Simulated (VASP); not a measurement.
# Al (C2/c) in VASP: notebook

The runs below take Al through single point, with PBEsol+D3(BJ).

All numbers are computed with VASP 6.6.1; they aren't measurements. Logs are shortened: lines on timing, memory, paths and dates and some standing lists are left out, and cuts for length are marked.

## (1) The cell of the first run

Symmetry: C2/c, No. 15, monoclinic system. Conventional cell: a = 2.816 Å, b = 4.871 Å, c = 4.873 Å, α = 90.00°, β = 95.72°, γ = 90.00°. Al (site symmetry 2) has 12 Al at 2.81 to 3.04 Å within 3.7 Å.

## (2) Single point, PBEsol+D3(BJ) (strain -0.1000 x Voigt [0, 0, 0, 0, 1, 0])

Input file INCAR:

```
SYSTEM = Al
ALGO = Fast
EDIFF = 1E-6
ENCUT = 520
GGA = PS
ISIF = 2
ISMEAR = 0
IVDW = 12
LASPH = .True.
LCHARG = .False.
LREAL = .False.
LWAVE = .False.
NBANDS = 10
NELM = 100
PREC = Accurate
SIGMA = 0.15
```

Input file KPOINTS:

```
k-points
0
Gamma
  18 18 10
  0 0 0
```

Input file POSCAR:

```
Al
1.0
    2.8124553515      0.0000000000     -0.1406227676
   -1.4062276757      2.4356577814      0.0703113838
   -0.2433425000      0.0000000000      4.8668500000
Al
2
Direct
    0.6666666667      0.3333333333      0.7500000000
    0.3333333333      0.6666666667      0.2500000000
```

Potentials or basis: VASP PAW PBE potentials, release 64 (Al).

Launch:

```sh
> cat potpaw_PBE.64/Al/POTCAR > POTCAR
> mpirun -np 1 vasp_std > vasp.out
```

OUTCAR:

```text
SYSTEM = Al
   EDIFF = 1E-6
   ENCUT = 520
   GGA = PS
   ISIF = 2
   ISMEAR = 0
   IVDW = 12
   LASPH = .True.
   LREAL = .False.
   NELM = 100
   PREC = Accurate
 IVDW          = 12

 ion  position               nearest neighbor table
   1  0.667  0.333  0.750-   2 2.81   2 2.81   2 2.93   2 2.93   2 3.04   2 3.04
   2  0.333  0.667  0.250-   1 2.81   1 2.81   1 2.93   1 2.93   1 3.04   1 3.04

  LATTYP: Found a base centered monoclinic cell.
 ALAT       =     2.8159687262
 B/A-ratio  =     1.7298897951
 C/A-ratio  =     1.7304630267
 COS(beta)  =    -0.0997506235

  Lattice vectors:

 A1 = (   1.4062276757,  -2.4356577814,  -0.0703113838)
 A2 = (   1.4062276758,   2.4356577814,  -0.0703113838)
 A3 = (  -0.2433425000,   0.0000000000,   4.8668500000)

Analysis of symmetry for initial positions (statically):
=====================================================================
 Subroutine PRICEL returns:
 Original cell was already a primitive cell.

 Routine SETGRP: Setting up the symmetry group for a
 base centered monoclinic supercell.

 Subroutine GETGRP returns: Found  4 space group operations
 (whereof  2 operations were pure point group operations)
 out of a pool of  4 trial point group operations.

The static configuration has the point symmetry S_2 .
 The point group associated with its full space group is C_2h.

Analysis of symmetry for dynamics (positions and initial velocities):
=====================================================================
 Subroutine PRICEL returns:
 Original cell was already a primitive cell.

 Routine SETGRP: Setting up the symmetry group for a
 base centered monoclinic supercell.

 Subroutine GETGRP returns: Found  4 space group operations
 (whereof  2 operations were pure point group operations)
 out of a pool of  4 trial point group operations.

The dynamic configuration has the point symmetry S_2 .
 The point group associated with its full space group is C_2h.

 Subroutine INISYM returns: Found  4 space group operations
 (whereof  2 operations are pure point group operations),
 and found     1 'primitive' translations

----------------------------------------------------------------------------------------

                                     Primitive cell

  volume of cell :      33.2554

  direct lattice vectors                    reciprocal lattice vectors
     2.812455352  0.000000000 -0.140622768     0.356452331  0.205283355  0.017822617
    -1.406227676  2.435657781  0.070311384     0.000000000  0.410566709  0.000000000
[... 93 lines left out ...]
   POTIM  = 0.5000    time-step for ionic-motion
   TEBEG  =    0.0;   TEEND  =   0.0 temperature during run
   PSTRESS=    0.0 pullay stress
   NELECT =       6.0000    total number of electrons
   NUPDOWN=      -1.0000    fix difference up-down
   EMIN   =  10.00;   EMAX   =-10.00  energy-range for DOS
   EFERMI =   0.00;   METHOD = LEGACY
   ISMEAR =     0;   SIGMA  =   0.15  broadening in eV -4-tet -1-fermi 0-gaus
   EFERMI_NEDOS =   21; number of points for ismear=-14 and -15
   IALGO  =     68    algorithm
   IMIX   =      4    mixing-type and parameters
     AMIX     =   0.40;   BMIX     =  1.00
     AMIX_MAG =   1.60;   BMIX_MAG =  1.00
  volume/ion in A,a.u.               =      16.63       112.21
  Fermi-wavevector in a.u.,A,eV,Ry     =   0.925062  1.748114 11.643054  0.855740
  Thomas-Fermi vector in A             =   2.050876
   LORBIT       =      0    0 simple, 1 ext, 2 COOP (PROOUT), +10 PAW based schemes
   GGA     = PS    functional components
   LHFCALC =     F    Hartree Fock is set to
   AEXX    =    0.0000 exact exchange contribution
   IVDW    =    12    specifies the selected vdW correction
   LEPSILON=     F    determine dielectric tensor
   LRPA    =     F    only Hartree local field effects (RPA)
 non-spin polarized calculation
 RMM-DIIS sequential band-by-band and
 Gauss-broadening in eV      SIGMA  =   0.15
  energy-cutoff  :      520.00
  volume of cell :       33.26
 maximum number of plane-waves:       914
 NGX is ok and might be reduce to    24
   NGX = 11   NGY = 11   NGZ = 19

 number of electron       6.0000000 magnetization

 Free energy of the ion-electron system (eV)
  ---------------------------------------------------
  ext. energy  EPLUGINS =         0.00000000
  ---------------------------------------------------
  free energy    TOTEN  =        -8.10569218 eV

  energy without entropy =       -8.09674692  energy(sigma->0) =       -8.10121955

 E-fermi :   7.8332     XC(G=0): -10.2271

 val. band max:        7.8322005107   @ k =  -0.0000   0.3889   0.1000
 cond. band min:       7.8332745354   @ k =  -0.4444   0.1667   0.0000
 fundamental gap:      0.0010740247
 Fermi energy:         7.8331933551

 k-point     1 :       0.0000    0.0000    0.0000
  band No.  band energies     occupation
      1      -3.2124      2.00000
      2       2.8563      2.00000
      3       3.0393      2.00000
      4      19.0102      0.00000
      5      19.3292      0.00000
      6      19.3991      0.00000
      7      19.5124      0.00000
      8      19.5884      0.00000
      9      20.4024      0.00000
     10      22.6358      0.00000
[... 287 lines left out ...]
 k-point    24 :      -0.2778    0.0556    0.0000
  band No.  band energies     occupation
      1      -1.5945      2.00000
      2       3.9226      2.00000
      3       5.0457      2.00000
      4      10.4700      0.00000
      5      13.9891      0.00000
      6      14.9009      0.00000
      7      17.1133      0.00000
      8      18.4461      0.00000
      9      18.5250      0.00000
     10      20.9593      0.00000

 [... further k-points ...]

------------------------ aborting loop because EDIFF is reached ----------------------------------------

 Edisp (eV)   -0.62982

 E8    (eV) :    -0.4241

  FORCE on cell =-STRESS in cart. coord.  units (eV):
  Direction    XX          YY          ZZ          XY          YZ          ZX
  --------------------------------------------------------------------------------------
  -------------------------------------------------------------------------------------
  Total      -0.64106    -0.77629    -1.04142    -0.00000     0.00000     0.14882
  in kB     -30.88470   -37.39980   -50.17323    -0.00000     0.00000     7.16971
  external pressure =      -39.49 kB  Pullay stress =        0.00 kB

 VOLUME and BASIS-vectors are now :
 -----------------------------------------------------------------------------
  energy-cutoff  :      520.00
  volume of cell :       33.26
      direct lattice vectors                 reciprocal lattice vectors
     2.812455352  0.000000000 -0.140622768     0.356452331  0.205283355  0.017822617
    -1.406227676  2.435657781  0.070311384     0.000000000  0.410566709  0.000000000
    -0.243342500  0.000000000  4.866850000     0.010299334 -0.000000000  0.205986678

 POSITION                                       TOTAL-FORCE (eV/Angst)
 -----------------------------------------------------------------------------------
      1.22372      0.81189      3.57983        -0.000000     -0.067889      0.000000
     -0.06084      1.62377      1.21671         0.000000      0.067889     -0.000000
 -----------------------------------------------------------------------------------
    total drift:                                0.000000     -0.000000      0.000000

  FREE ENERGIE OF THE ION-ELECTRON SYSTEM (eV)
  ---------------------------------------------------
  free  energy   TOTEN  =        -8.7355159972 eV

  energy  without entropy=       -8.7265707376  energy(sigma->0) =       -8.73104337
```

OSZICAR:

```text
N       E                     dE             d eps       ncg     rms          rms(c)
DAV:   1    -0.899611758797E+00   -0.89961E+00   -0.23242E+03 17336   0.472E+02
DAV:   2    -0.799877712054E+01   -0.70992E+01   -0.68361E+01 22806   0.536E+01
DAV:   3    -0.816203387635E+01   -0.16326E+00   -0.16132E+00 22510   0.650E+00
DAV:   4    -0.816275766827E+01   -0.72379E-03   -0.72371E-03 20938   0.488E-01
DAV:   5    -0.816276321215E+01   -0.55439E-05   -0.55434E-05 21074   0.437E-02    0.194E+00
RMM:   6    -0.812853745394E+01    0.34226E-01   -0.34933E-03 17521   0.308E-01    0.112E+00
RMM:   7    -0.810575652889E+01    0.22781E-01   -0.94139E-03 18095   0.498E-01    0.159E-01
RMM:   8    -0.810568763657E+01    0.68892E-04   -0.44452E-04 19049   0.135E-01    0.243E-02
RMM:   9    -0.810569474960E+01   -0.71130E-05   -0.73222E-05 20191   0.608E-02    0.251E-02
RMM:  10    -0.810569671518E+01   -0.19656E-05   -0.98490E-06 20365   0.215E-02    0.778E-02
RMM:  11    -0.810569298147E+01    0.37337E-05   -0.21574E-06 19067   0.841E-03    0.352E-02
RMM:  12    -0.810569217869E+01    0.80278E-06   -0.51044E-07 14115   0.507E-03
   1 F= -.87355160E+01 E0= -.87310434E+01  d E =-.894526E-02
```

stdout:

```text
POSCAR found type information on POSCAR Al
 POSCAR found :  1 types and       2 ions
 scaLAPACK will be used
 -----------------------------------------------------------------------------
|                                                                             |
|                                                                             |
|     You enforced a specific xc type in the INCAR file but a different       |
|     I HOPE YOU KNOW WHAT YOU ARE DOING!                                     |
|                                                                             |
 -----------------------------------------------------------------------------

 LDA part: xc-table for (Slater+PW92), standard interpolation
 POSCAR, INCAR and KPOINTS ok, starting setup
 FFT: planning ... GRIDC
 FFT: planning ... GRID_SOFT
 FFT: planning ... GRID
 WAVECAR not read
 entering main loop
```

It took 2.7 min on 1 thread of Intel Xeon Platinum 8259CL at 2.50GHz (Skylake/Cascade Lake), shared host; peak memory 0.34 GiB.

Results:

```
Free energy                : -8.7355 eV
Pressure                   : -3.9 GPa
Largest force              : 0.068 eV/Å
Band gap on the k mesh     : zero (band 3 reaches 11.23 eV, above the bottom of band 4 at 4.78 eV)
Dispersion energy per atom : -0.315 eV
```

Forces in eV/Å, atoms in the order of the input:
```
Al   0.000 -0.068  0.000
Al   0.000  0.068  0.000
```

Stress tensor (GPa, compression positive):
```
-3.09  0.00  0.72
 0.00 -3.74  0.00
 0.72  0.00 -5.02
```

Caveat: the cell differs from its parent crystal (strain -0.1000 x Voigt [0, 0, 0, 0, 1, 0]); the PAW data sets were made with another functional, which shifts forces and pressure a little; pairwise dispersion overbinds metals, which lowers pressure and volume.

## (3) Single point, PBEsol+D3(BJ) (strain +0.0750 x Voigt [0, 0, 0, 0, 1, 0])

Input file INCAR:

```
PREC     = Accurate       # precision mode
ENCUT    = 520            # plane-wave cutoff, eV
EDIFF    = 1E-6           # SCF threshold, eV
ISMEAR   = 0              # smearing method
SIGMA    = 0.15           # smearing width, eV
LREAL    = False          # projectors in reciprocal space
LASPH    = True           # aspherical terms in the spheres
NELM     = 60             # most SCF steps
ALGO     = Fast           # electronic algorithm
ISIF     = 2              # what is computed and relaxed
LWAVE    = False          # write WAVECAR
LCHARG   = True           # write CHGCAR
GGA      = PS             # functional
IVDW     = 12             # dispersion correction
LELF     = True           # ELF
LVHAR    = True         
NBANDS   = 10             # bands
```

Input file KPOINTS:

```
Automatic mesh
0
Gamma
  18 18 10
```

Input file POSCAR:

```
Al
1.0
    2.8124553515      0.0000000000      0.1054670757
   -1.4062276757      2.4356577814     -0.0527335378
    0.1825068750      0.0000000000      4.8668500000
Al
2
Direct
    0.6666666667      0.3333333333      0.7500000000
    0.3333333333      0.6666666667      0.2500000000
```

Potentials or basis: VASP PAW PBE potentials, release 64 (Al).

Launch:

```sh
> cat potpaw_PBE.64/Al/POTCAR > POTCAR
> mpirun -np 1 vasp_std > vasp.out
```

Run time: 3.1 min. Hardware: 1 thread of Intel Xeon Platinum 8259CL at 2.50GHz (Skylake/Cascade Lake), shared host; peak memory 0.34 GiB.

Results (log left out):

- Free energy: -8.7374 eV
- Pressure: -4.2 GPa
- Largest force: 0.037 eV/Å
- Band gap on the k mesh: zero (band 3 reaches 11.19 eV, above the bottom of band 4 at 4.77 eV)
- Dispersion energy per atom: -0.315 eV

Forces on the atoms (eV/Å):
```
Al   0.000 -0.037  0.000
Al   0.000  0.037  0.000
```

Stress tensor (GPa, compression positive):
```
-3.37  0.00 -0.41
 0.00 -3.65  0.00
-0.41  0.00 -5.43
```

Levels at points of the mesh, in eV from the Fermi level:
| k point | band 1 | band 2 | band 3 | band 4 | band 5 | band 6 | band 7 |
| --- | --- | --- | --- | --- | --- | --- | --- |
| (0.00, 0.00, 0.00) | -11.05 | -5.01 | -4.81 | 11.17 | 11.46 | 11.51 | 11.67 |
| (0.50, 0.00, 0.00) | -4.98 | -4.90 | -0.11 | 0.70 | 1.45 | 2.16 | 6.28 |
| (0.00, 0.50, 0.00) | -5.01 | -4.91 | 0.62 | 0.66 | 1.39 | 1.47 | 6.34 |
| (0.00, 0.00, 0.50) | -9.49 | -9.49 | 2.44 | 2.44 | 12.23 | 12.23 | 12.57 |
| (0.50, 0.00, 0.50) | -4.07 | -3.54 | -3.46 | -2.56 | 6.73 | 6.82 | 7.37 |
| (0.00, 0.50, 0.50) | -3.79 | -3.79 | -3.06 | -3.06 | 6.95 | 6.95 | 7.88 |

Caveat: the cell differs from its parent crystal (strain +0.0750 x Voigt [0, 0, 0, 0, 1, 0]); the PAW data sets were made with another functional, which shifts forces and pressure a little; pairwise dispersion overbinds metals, which lowers pressure and volume.
